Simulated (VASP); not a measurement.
# Al in VASP: notebook

Runs on Al. Level: PBE. Tasks: single point.

All numbers are computed with VASP 6.6.1; they aren't measurements. Logs are shortened: lines on timing, memory, paths and dates and some standing lists are left out, and cuts for length are marked.

## Step 1: The cell of the first run

The cell holds a slab with vacuum, 13 atoms: a = 5.714 Å, b = 5.714 Å, c = 19.675 Å, α = 90.00°, β = 90.00°, γ = 90.00°.

## Step 2: Single point, PBE

Input file INCAR:

```
SYSTEM = Al
PREC     = Accurate       ! precision mode
ENCUT    = 520            ! plane-wave cutoff, eV
EDIFF    = 1E-7           ! SCF threshold, eV
ISMEAR   = 0              ! smearing method
SIGMA    = 0.1            ! smearing width, eV
LREAL    = .False.        ! projectors in reciprocal space
LASPH    = .True.         ! aspherical terms in the spheres
NELM     = 100            ! most SCF steps
ALGO     = Normal         ! electronic algorithm
ISIF     = 2              ! what is computed and relaxed
LWAVE    = .False.        ! write WAVECAR
LCHARG   = .False.        ! write CHGCAR
LDIPOL   = .True.       
IDIPOL   = 3            
DIPOL    = 0.5 0.5 0.326
GGA      = PE             ! functional
NBANDS   = 32             ! bands
```

Input file KPOINTS:

```
regular mesh
0
Gamma
  5 5 1
  0 0 0
```

Input file POSCAR:

```
Al
1.0
    5.7135165838      0.0000000000      0.0000000000
    0.0000000000      5.7135165838      0.0000000000
    0.0000000000      0.0000000000     19.6746954281
Al
13
Direct
    0.2500000000      0.2500000000      0.2033068321
    0.2500000000      0.7500000000      0.2033068321
    0.7500000000      0.2500000000      0.2033068321
    0.7500000000      0.7500000000      0.2033068321
    0.0000000000      0.0000000000      0.3092728605
    0.0000000000      0.5000000000      0.3092728605
    0.5000000000      0.0000000000      0.3092728605
    0.5000000000      0.5000000000      0.3092728605
    0.2500000000      0.2500000000      0.4154928577
    0.2500000000      0.7500000000      0.4154928577
    0.7500000000      0.2500000000      0.4154928577
    0.7500000000      0.7500000000      0.4154928577
    0.4166666667      0.4166666667      0.5284268644
```

Potentials or basis: VASP PAW PBE potentials, release 64 (Al).

The run is started by

```
$ cat potpaw_PBE.64/Al/POTCAR > POTCAR
$ mpirun -np 1 vasp_std > vasp.out
```

OUTCAR:

```text
SYSTEM = Al
   PREC = Accurate
   ENCUT = 520
   EDIFF = 1E-7
   ISMEAR = 0
   LREAL = .False.
   LASPH = .True.
   NELM = 100
   ISIF = 2
   GGA = PE

 ion  position               nearest neighbor table
   1  0.250  0.250  0.203-   2 2.86   3 2.86   2 2.86   3 2.86   7 2.90   8 2.90   5 2.90   6 2.90

   2  0.250  0.750  0.203-   1 2.86   4 2.86   1 2.86   4 2.86   7 2.90   8 2.90   5 2.90   6 2.90

   3  0.750  0.250  0.203-   1 2.86   4 2.86   4 2.86   1 2.86   7 2.90   8 2.90   5 2.90   6 2.90

   4  0.750  0.750  0.203-   2 2.86   3 2.86   3 2.86   2 2.86   7 2.90   8 2.90   5 2.90   6 2.90

   5  0.000  0.000  0.309-   6 2.86   7 2.86   6 2.86   7 2.86   1 2.90   2 2.90   3 2.90   4 2.90
                            11 2.91  12 2.91   9 2.91  10 2.91
   6  0.000  0.500  0.309-   5 2.86   8 2.86   5 2.86   8 2.86   1 2.90   2 2.90   3 2.90   4 2.90
                            11 2.91  12 2.91   9 2.91  10 2.91
   7  0.500  0.000  0.309-   5 2.86   8 2.86   8 2.86   5 2.86   1 2.90   2 2.90   3 2.90   4 2.90
                            11 2.91  12 2.91   9 2.91  10 2.91
   8  0.500  0.500  0.309-   6 2.86   7 2.86   7 2.86   6 2.86   1 2.90   2 2.90   3 2.90   4 2.90
                            11 2.91  12 2.91   9 2.91  10 2.91
   9  0.250  0.250  0.415-  13 2.60  11 2.86  10 2.86  10 2.86  11 2.86   6 2.91   7 2.91   8 2.91
                             5 2.91
  10  0.250  0.750  0.415-   9 2.86  12 2.86   9 2.86  12 2.86   5 2.91   6 2.91   7 2.91   8 2.91
                            13 3.08
  11  0.750  0.250  0.415-   9 2.86  12 2.86  12 2.86   9 2.86   5 2.91   6 2.91   7 2.91   8 2.91
                            13 3.08
  12  0.750  0.750  0.415-  10 2.86  11 2.86  11 2.86  10 2.86   5 2.91   6 2.91   7 2.91   8 2.91

  13  0.417  0.417  0.528-   9 2.60  10 3.08  11 3.08

  LATTYP: Found a simple tetragonal cell.
 ALAT       =     5.7135165838
 C/A-ratio  =     3.4435351923

  Lattice vectors:

 A1 = (   5.7135165838,   0.0000000000,   0.0000000000)
 A2 = (   0.0000000000,   5.7135165838,   0.0000000000)
 A3 = (   0.0000000000,   0.0000000000,  19.6746954281)

Analysis of symmetry for initial positions (statically):
=====================================================================
 Subroutine PRICEL returns:
 Original cell was already a primitive cell.

 Routine SETGRP: Setting up the symmetry group for a
 simple tetragonal supercell.

 Subroutine GETGRP returns: Found  2 space group operations
 (whereof  2 operations were pure point group operations)
 out of a pool of 16 trial point group operations.

The static configuration has the point symmetry C_1h.

Analysis of symmetry for dynamics (positions and initial velocities):
=====================================================================
 Subroutine PRICEL returns:
 Original cell was already a primitive cell.

 Routine SETGRP: Setting up the symmetry group for a
 simple tetragonal supercell.

 Subroutine GETGRP returns: Found  2 space group operations
 (whereof  2 operations were pure point group operations)
 out of a pool of 16 trial point group operations.

The dynamic configuration has the point symmetry C_1h.

 Subroutine INISYM returns: Found  2 space group operations
 (whereof  2 operations are pure point group operations),
 and found     1 'primitive' translations

----------------------------------------------------------------------------------------

                                     Primitive cell

  volume of cell :     642.2661

  direct lattice vectors                    reciprocal lattice vectors
     5.713516584  0.000000000  0.000000000     0.175023558  0.000000000  0.000000000
     0.000000000  5.713516584  0.000000000     0.000000000  0.175023558  0.000000000
     0.000000000  0.000000000 19.674695428     0.000000000  0.000000000  0.050826708

  length of vectors
     5.713516584  5.713516584 19.674695428     0.175023558  0.175023558  0.050826708

  position of ions in fractional coordinates (direct lattice)
     0.250000000  0.250000000  0.203306832
     0.250000000  0.750000000  0.203306832
     0.750000000  0.250000000  0.203306832
     0.750000000  0.750000000  0.203306832
     0.000000000  0.000000000  0.309272861
     0.000000000  0.500000000  0.309272861
     0.500000000  0.000000000  0.309272861
     0.500000000  0.500000000  0.309272861
     0.250000000  0.250000000  0.415492858
     0.250000000  0.750000000  0.415492858
     0.750000000  0.250000000  0.415492858
     0.750000000  0.750000000  0.415492858
     0.416666667  0.416666667  0.528426864

  ion indices of the primitive-cell ions
   primitive index   ion index
                 1           1
                 2           2
                 3           3
                 4           4
                 5           5
                 6           6
                 7           7
                 8           8
                 9           9
                10          10
                11          11
                12          12
                13          13

----------------------------------------------------------------------------------------

 KPOINTS: regular mesh

Automatic generation of k-mesh.
 Grid dimensions read from file:
 generate k-points for:    5    5    1

 Generating k-lattice:

  Cartesian coordinates                     Fractional coordinates (reciprocal lattice)
     0.035004712  0.000000000  0.000000000     0.200000000  0.000000000  0.000000000
     0.000000000  0.035004712  0.000000000     0.000000000  0.200000000  0.000000000
     0.000000000  0.000000000  0.050826708     0.000000000  0.000000000  1.000000000

  Length of vectors
     0.035004712  0.035004712  0.050826708

  Shift w.r.t. Gamma in fractional coordinates (k-lattice)
     0.000000000  0.000000000  0.000000000

 Subroutine IBZKPT returns following result:
 ===========================================

 Found      9 irreducible k-points:

 Following reciprocal coordinates:
            Coordinates               Weight
  0.000000  0.000000  0.000000      1.000000
  0.200000  0.000000  0.000000      4.000000
  0.400000  0.000000  0.000000      4.000000
  0.200000  0.200000  0.000000      2.000000
 -0.200000  0.200000  0.000000      2.000000
  0.400000  0.200000  0.000000      4.000000
 -0.200000  0.400000  0.000000      4.000000
  0.400000  0.400000  0.000000      2.000000
 -0.400000  0.400000  0.000000      2.000000
   k-points           NKPTS =      9   k-points in BZ     NKDIM =      9   number of bands    NBANDS=     32
   number of dos      NEDOS =    301   number of ions     NIONS =     13
   total plane-waves  NPLWV = 264600
   dimension x,y,z NGX =    42 NGY =   42 NGZ =  150
   dimension x,y,z NGXF=    84 NGYF=   84 NGZF=  300
   ions per type =              13
   NGX,Y,Z   is equivalent  to a cutoff of  12.22, 12.22, 12.67 a.u.
   NGXF,Y,Z  is equivalent  to a cutoff of  24.44, 24.44, 25.35 a.u.
 SYSTEM =  Al
   PREC   = accura    normal or accurate (medium, high low for compatibility)
   ISTART =      0    job   : 0-new  1-cont  2-samecut
   ICHARG =      2    charge: 1-file 2-atom 10-const
   ISPIN  =      1    spin polarized calculation?
   LNONCOLLINEAR =      F non collinear calculations
   LSORBIT =      F    spin-orbit coupling
   LASPH  =      T    aspherical Exc in radial PAW
   ENCUT  =  520.0 eV  38.22 Ry    6.18 a.u.  10.62 10.62 36.58*2*pi/ulx,y,z
   NELM   =    100;   NELMIN=  2; NELMDL= -5     # of ELM steps
   EDIFF  = 0.1E-06   stopping-criterion for ELM
   LREAL  =      F    real-space projection
   EDIFFG = 0.1E-05   stopping-criterion for IOM
   NSW    =      0    number of steps for IOM
   IBRION =     -1    ionic relax: 0-MD 1-quasi-New 2-CG
   NFREE  =      0    steps in history (QN), initial steepest desc. (CG)
   ISIF   =      2    stress and relaxation
   ISYM   =      2    0-nonsym 1-usesym 2-fastsym
   POTIM  = 0.5000    time-step for ionic-motion
   TEBEG  =    0.0;   TEEND  =   0.0 temperature during run
   PSTRESS=    0.0 pullay stress
   NELECT =      39.0000    total number of electrons
   NUPDOWN=      -1.0000    fix difference up-down
   EMIN   =  10.00;   EMAX   =-10.00  energy-range for DOS
   EFERMI =   0.00;   METHOD = LEGACY
   ISMEAR =     0;   SIGMA  =   0.10  broadening in eV -4-tet -1-fermi 0-gaus
   EFERMI_NEDOS =   21; number of points for ismear=-14 and -15
   IALGO  =     38    algorithm
   IMIX   =      4    mixing-type and parameters
     AMIX     =   0.40;   BMIX     =  1.00
     AMIX_MAG =   1.60;   BMIX_MAG =  1.00
  volume/ion in A,a.u.               =      49.41       333.40
  Fermi-wavevector in a.u.,A,eV,Ry     =   0.643465  1.215972  5.633448  0.414047
  Thomas-Fermi vector in A             =   1.710473
   LORBIT       =      0    0 simple, 1 ext, 2 COOP (PROOUT), +10 PAW based schemes
   GGA     = PE    functional components
   LHFCALC =     F    Hartree Fock is set to
   AEXX    =    0.0000 exact exchange contribution
   IVDW    =     0    specifies the selected vdW correction
   LEPSILON=     F    determine dielectric tensor
   LRPA    =     F    only Hartree local field effects (RPA)
 non-spin polarized calculation
 Gauss-broadening in eV      SIGMA  =   0.10
  energy-cutoff  :      520.00
  volume of cell :      642.27
 maximum number of plane-waves:     17320
   NGX = 21   NGY = 21   NGZ = 73

 dipolmoment           0.000000      0.000000      0.160119 electrons x Angstroem

 number of electron      38.9999999 magnetization

 dipolmoment           0.000000      0.000000     -0.003155 electrons x Angstroem

 Free energy of the ion-electron system (eV)
  ---------------------------------------------------
  ext. energy  EPLUGINS =         0.00000000
  ---------------------------------------------------
  free energy    TOTEN  =       -44.08900252 eV

  energy without entropy =      -44.07990125  energy(sigma->0) =      -44.08445188

 E-fermi :  -0.1410     XC(G=0):  -4.6215

 val. band max:       -0.2405502981   @ k =   0.0000   0.0000   0.0000
 cond. band min:      -0.0662022738   @ k =  -0.2000   0.2000   0.0000
 fundamental gap:      0.1743480244
 Fermi energy:        -0.1409956115

 k-point     1 :       0.0000    0.0000    0.0000
  band No.  band energies     occupation
      1     -10.3385      2.00000
      2      -8.3518      2.00000
      3      -6.0570      2.00000
      4      -5.9375      2.00000
      5      -5.8904      2.00000
      6      -5.8015      2.00000
[... 23 lines left out ...]
     30       2.3431      0.00000
     31       2.6128      0.00000

 k-point     2 :       0.2000    0.0000    0.0000
  band No.  band energies     occupation
      1     -10.1582      2.00000
      2      -8.1785      2.00000
      3      -7.4765      2.00000
      4      -5.8848      2.00000
      5      -5.7337      2.00000
      6      -5.5929      2.00000
[... 230 lines left out ...]
 k-point     9 :      -0.4000    0.4000    0.0000
  band No.  band energies     occupation
      1      -8.9032      2.00000
      2      -8.0394      2.00000
      3      -7.9881      2.00000
      4      -7.1437      2.00000
      5      -6.9524      2.00000
      6      -6.1689      2.00000
[... 23 lines left out ...]
     30       2.5887      0.00000
     31       2.7133      0.00000
 [bands above 31 left out]

------------------------ aborting loop because EDIFF is reached ----------------------------------------

 vacuum level on the upper side and lower side of the slab       (xc-potential included)        -0.221        -0.144

  FORCE on cell =-STRESS in cart. coord.  units (eV):
  Direction    XX          YY          ZZ          XY          YZ          ZX
  --------------------------------------------------------------------------------------
  -------------------------------------------------------------------------------------
  Total       -8.1256947     -8.1256947     -0.0860108      0.1489040      0.9982503      0.9982503
  in kB      -20.2701089    -20.2701089     -0.2145600      0.3714514      2.4902047      2.4902047
  external PRESSURE =     -13.5849259 kB  Pullay stress =       0.0000000 kB

 VOLUME and BASIS-vectors are now :
 -----------------------------------------------------------------------------
  energy-cutoff  :      520.00
  volume of cell :      642.27
      direct lattice vectors                 reciprocal lattice vectors
     5.713516584  0.000000000  0.000000000     0.175023558  0.000000000  0.000000000
     0.000000000  5.713516584  0.000000000     0.000000000  0.175023558  0.000000000
     0.000000000  0.000000000 19.674695428     0.000000000  0.000000000  0.050826708

 POSITION                                       TOTAL-FORCE (eV/Angst)
 -----------------------------------------------------------------------------------
      1.42838      1.42838      4.00000        -0.013724     -0.013724      0.004819
      1.42838      4.28514      4.00000         0.052206      0.025474     -0.028362
      4.28514      1.42838      4.00000         0.025474      0.052206     -0.028362
      4.28514      4.28514      4.00000        -0.040251     -0.040251     -0.028036
      0.00000      0.00000      6.08485         0.034976      0.034976      0.045450
      0.00000      2.85676      6.08485        -0.041407     -0.024803      0.072637
      2.85676      0.00000      6.08485        -0.024803     -0.041407      0.072637
      2.85676      2.85676      6.08485        -0.001404     -0.001404      0.013447
      1.42838      1.42838      8.17470        -0.362329     -0.362329     -0.598707
      1.42838      4.28514      8.17470         0.006485     -0.028228      0.160781
      4.28514      1.42838      8.17470        -0.028228      0.006485      0.160781
      4.28514      4.28514      8.17470        -0.070165     -0.070165      0.143715
      2.38063      2.38063     10.39664         0.463169      0.463169      0.009197
 -----------------------------------------------------------------------------------
    total drift:                                0.000014      0.000014      0.000027

  FREE ENERGIE OF THE ION-ELECTRON SYSTEM (eV)
  ---------------------------------------------------
  free  energy   TOTEN  =       -44.0890025166 eV

  energy  without entropy=      -44.0799012474  energy(sigma->0) =      -44.08445188

 vacuum level on the upper side and lower side of the slab         4.015         4.093
```

Run time: 3.9 min. Hardware: 1 thread of Intel Xeon 6975P-C (Granite Rapids), shared host; peak memory 0.6 GiB.

Results:

```yaml
Free_energy: -44.0890 eV
Largest_force: 0.788 eV/Å
Band_gap_on_the_k_mesh: zero (an odd number of electrons rules out a gap without spin polarisation)
```

Forces on the atoms (eV/Å):
```
Al  -0.014 -0.014  0.005
Al   0.052  0.025 -0.028
Al   0.025  0.052 -0.028
Al  -0.040 -0.040 -0.028
Al   0.035  0.035  0.045
Al  -0.041 -0.025  0.073
Al  -0.025 -0.041  0.073
Al  -0.001 -0.001  0.013
Al  -0.362 -0.362 -0.599
Al   0.006 -0.028  0.161
Al  -0.028  0.006  0.161
Al  -0.070 -0.070  0.144
Al   0.463  0.463  0.009
```

Levels at points of the mesh, in eV from the Fermi level:
| k point | band 15 | band 16 | band 17 | band 18 | band 19 | band 20 | band 21 | band 22 | band 23 | band 24 |
| --- | --- | --- | --- | --- | --- | --- | --- | --- | --- | --- |
| (0.00, 0.00, 0.00) | -1.38 | -1.23 | -1.06 | -0.80 | -0.50 | -0.32 | -0.26 | -0.12 | -0.10 | 0.92 |

(Part 1 of 2 ends here.)

The gap in the log of VASP goes by the Fermi energy; the results here count the filled bands.